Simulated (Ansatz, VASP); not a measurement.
ScAl: VASP beside Ansatz

```
Sc Al
1.0
     3.37035    0.00000    0.00000
     0.00000    3.37035    0.00000
     0.00000    0.00000    3.37035
Sc Al
1 1
Direct
  0.50000 0.50000 0.50000
  0.00000 0.00000 0.00000
```

Alike in both runs: task single point; functional PBEsol; k mesh 1 × 1 × 1; occupations gaussian, width 0.1 eV; no spin polarisation.

|  | VASP | Ansatz |
| --- | --- | --- |
| version | VASP 6.6.1 | Ansatz 0.2.0 |
| potentials or method | VASP PAW PBE potentials, release 64 (Sc_sv, Al), cutoff 520 eV | scalar-relativistic, plane waves, PAW |
| valence electrons in the cell | 14 | 14 |

```tsv
	VASP	Ansatz	Ansatz less VASP
gap on the k mesh at the Fermi level (eV)	2.59	2.60	+0.009
least direct gap on the mesh (eV)	2.59	2.60	+0.009
```

VASP's potentials were made for PBE, not for PBEsol.

The k mesh is coarse, so the values compare programs but aren't converged.
